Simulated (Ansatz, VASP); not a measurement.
## Two plane-wave programs on GaN

File POSCAR:

```
GaN
1.0
    0.0000000000      2.2535006075      2.2535006075
    2.2535006075      0.0000000000      2.2535006075
    2.2535006075      2.2535006075      0.0000000000
Ga N
1 1
Direct
    0.0000000000      0.0000000000      0.0000000000
    0.2500000000      0.2500000000      0.2500000000
```

Contents of INCAR.step1:

```
  ALGO = Normal
  EDIFF = 1E-5
  ENCUT = 600
  GGA = PE
  ISMEAR = -1
  LASPH = True
  LCHARG = False
  LREAL = False
  LWAVE = True
  NBANDS = 16
  NELM = 80
  PREC = Accurate
  SIGMA = 0.05
```

INCAR.step2

```
  AEXX = 1.0
  AGGAC = 0.0
  ALDAC = 0.0
  ALGO = Normal
  EDIFF = 1E-6
  EDIFFG = -0.01
  ENCUT = 600
  GGA = PE
  IBRION = 2
  ISIF = 3
  ISMEAR = -1
  ISTART = 1
  LASPH = True
  LCHARG = False
  LHFCALC = True
  LREAL = False
  LWAVE = False
  NELM = 80
  NSW = 60
  PREC = Accurate
  PRECFOCK = Normal
  SIGMA = 0.05
```

File KPOINTS:

```
k-points
0
Gamma
  5 5 5
```

input.yaml

```yaml
crystal:
  lattice:
    - [0.0, 2.2535006075, 2.2535006075]
    - [2.2535006075, 0.0, 2.2535006075]
    - [2.2535006075, 2.2535006075, 0.0]
  atoms:
    - { symbol: Ga, position: [0.0, 0.0, 0.0] }
    - { symbol: "N", position: [0.25, 0.25, 0.25] }
hamiltonian:
  xc: hf
  pseudopotentials: { kind: paw }
kpoints:
  mp_grid: { grid: [5, 5, 5] }
scf:
  occupations: { method: fermi_dirac, width: 0.05 }
output:
  forces: true
  stress: true
  write_density: true
  write_potential: true
  elf: true
  volumetric_format: npy
relax:
  f_tol: 0.01
  max_steps: 40
  cell: { stress_tol: 0.05 }
```

Alike in both runs: task relaxation of cell and atoms; functional HF; k mesh 5 × 5 × 5; occupations fermi-dirac, width 0.05 eV; no spin polarisation.

|  | VASP | Ansatz |
| --- | --- | --- |
| version | VASP 6.6.1 | Ansatz 0.2.0 |
| potentials or method | VASP PAW PBE potentials, release 64 (Ga_d, N) | Ansatz PAW |
| plane-wave cutoff (eV) | 600 | 420 |
| valence electrons in the cell | 18 | 18 |

VASP gave:

| Item | Value |
| --- | --- |
| gap on the k mesh at the Fermi level, each at its own relaxed structure (eV) | 10.63 |
| relaxed volume (Å³/atom) | 11.46 |
| relaxed length of the cell vector where the two differ most in proportion (Å) | 3.189 |

Task: What did Ansatz give for the same quantities?

Result: gap on the k mesh at the Fermi level, each at its own relaxed structure (eV): 10.55; relaxed volume (Å³/atom): 11.41; relaxed length of the cell vector where the two differ most in proportion (Å): 3.184.

VASP's potentials were made for PBE, not for HF.

The k mesh is coarse, so the values compare programs but aren't converged. Noted on Ansatz's run: odd divisions of the mesh miss points on the zone boundary, where band edges often lie, so the gap on the mesh can be too wide; the plane-wave basis is chosen anew once the cell has moved, so the energies of steps on either side of that aren't comparable.
